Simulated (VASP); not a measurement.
Runs of VASP 6.6.1 on Ag. The structure is that of space group P6_3/mmc (No. 194), or close to it. The cells are those of the table. 

```csv
level,cell,k mesh,grid for exact exchange (PRECFOCK),share of exact exchange,screening parameter,gap on the mesh (eV),pressure (GPa),largest force (eV/Å)
PBEsol,"a = 2.931, b = 2.981, c = 4.790 Å, angles 90.0, 90.0, 121.7°, 2 atoms",9 × 9 × 5,-,-,-,none,-6.7,0.04
PBE0,"a = 2.890, b = 2.890, c = 4.725 Å, angles 90.0, 90.0, 120.0°, 2 atoms",6 × 6 × 4,Normal,0.25,-,none,(a),-
HSE06,"a = 2.969, b = 2.969, c = 4.853 Å, angles 90.0, 90.0, 120.0°, 2 atoms",6 × 6 × 4,Normal,0.25,0.2079 1/Å,none,-2.5,-
PBEsol,"a = 2.930, b = 2.955, c = 4.790 Å, angles 90.0, 90.0, 120.9°, 2 atoms",9 × 9 × 5,-,-,-,none,-6.8,0.02
```

Alike in all rows: task single point; potentials or basis VASP PAW PBE potentials, release 64 (Ag); no spin polarisation; cutoff (eV) 520; smearing fermi-dirac 0.05 eV.

Question: Estimate the missing entries.

Answer: (a) 4.4.

Caveats: some runs use coarse meshes; the PAW data sets were made with another functional, which shifts forces and pressure a little; the cell stands under tension (at least some runs).

A k mesh can miss the band edges, and the runs leave out spin-orbit coupling on Ag.

A gap of «none» marks levels without a gap at the run's occupations.
